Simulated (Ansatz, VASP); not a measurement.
**One calculation of ZnS, two programs**

POSCAR

```
ZnS
1.0
    0.0000000000      2.6940858343      2.6940858343
    2.6940858343      0.0000000000      2.6940858343
    2.6940858343      2.6940858343      0.0000000000
Zn S
1 1
Direct
    0.0000000000      0.0000000000      0.0000000000
    0.2500000000      0.2500000000      0.2500000000
```

The input INCAR.step1:

```
ALGO = Normal
EDIFF = 1E-5
ENCUT = 520
GGA = PE
ISIF = 2
ISMEAR = 0
LASPH = T
LREAL = F
LWAVE = T
NBANDS = 16
NELM = 80
PREC = Accurate
SIGMA = 0.01
```

The input INCAR.step2:

```
AEXX = 1.0
AGGAC = 0.0
ALDAC = 0.0
ALGO = Normal
EDIFF = 1E-7
ENCUT = 520
GGA = PE
ISIF = 2
ISMEAR = 0
ISTART = 1
LASPH = T
LCHARG = T
LELF = T
LHFCALC = T
LREAL = F
LVHAR = T
LWAVE = F
NBANDS = 16
NELM = 80
PREC = Accurate
PRECFOCK = Normal
SIGMA = 0.01
```

The input KPOINTS:

```
k-points
0
Gamma
  4 4 4
```

Input for Ansatz:

```yaml
crystal:
  lattice:
    - [0.0, 2.6940858343, 2.6940858343]
    - [2.6940858343, 0.0, 2.6940858343]
    - [2.6940858343, 2.6940858343, 0.0]
  atoms:
    - { symbol: Zn, position: [0.0, 0.0, 0.0] }
    - { symbol: S, position: [0.25, 0.25, 0.25] }
kpoints:
  mp_grid: { grid: [4, 4, 4] }
hamiltonian:
  xc: hf
scf:
  occupations: { method: fixed }
  n_extra_bands: 4
output:
  forces: true
  stress: true
  eigenvalues: true
```

Alike in both runs: task single point; functional HF; k mesh 4 × 4 × 4; no spin polarisation.

```csv
,VASP,Ansatz
version,VASP 6.6.1,Ansatz 0.2.0
potentials or method,"VASP PAW PBE potentials, release 64 (Zn, S)",plane waves
plane-wave cutoff (eV),520,420
occupations,"gaussian, width 0.01 eV",fixed
valence electrons in the cell,18,18
```

VASP gave:

```
gap on the k mesh at the Fermi level (eV) : 10.44
pressure (GPa)                            : 8.8
```

Which values does Ansatz return?

gap on the k mesh at the Fermi level (eV): 10.37; pressure (GPa): 9.6.

VASP's potentials were made for PBE, not for HF. Ansatz's warnings: stress exchange threshold loose, stress scf threshold loose.

The k mesh is coarse, so the values compare programs but aren't converged.
